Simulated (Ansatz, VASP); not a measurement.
Two plane-wave programs on Zn

```
Zn
1.0
    -1.53007    1.53007    1.56068
     1.53007   -1.53007    1.56068
     1.53007    1.53007   -1.56068
Zn
1
Direct
  0.00000 0.00000 0.00000
```

Change from the starting cell: normal strain along x +0.0000, normal strain along z +0.0200.

Alike in both runs: task single point; functional PBEsol; k mesh 20 × 20 × 20; occupations gaussian, width 0.15 eV; no spin polarisation.

```csv
,VASP,Ansatz
version,VASP 6.6.1,Ansatz 0.2.0
potentials or method,"VASP PAW PBE potentials, release 64 (Zn), cutoff 520 eV","scalar-relativistic, plane waves, PAW"
valence electrons in the cell,12,12
```

VASP gave:

| Item | Value |
| --- | --- |
| gap on the k mesh at the Fermi level (eV) | none |
| pressure (GPa) | -1.3 |
| traceless stress, the component that is largest in VASP (GPa) | 0.66 |

Problem. What did Ansatz give for the same quantities?

Solution. gap on the k mesh at the Fermi level (eV): none; pressure (GPa): -1.7; traceless stress, the component that is largest in VASP (GPa): 0.68.

VASP's potentials were made for PBE, not for PBEsol. A gap of «none» marks a metal or a gap that the smearing closes. The functional is the same, so the differences come from potentials, cutoffs and numerics.
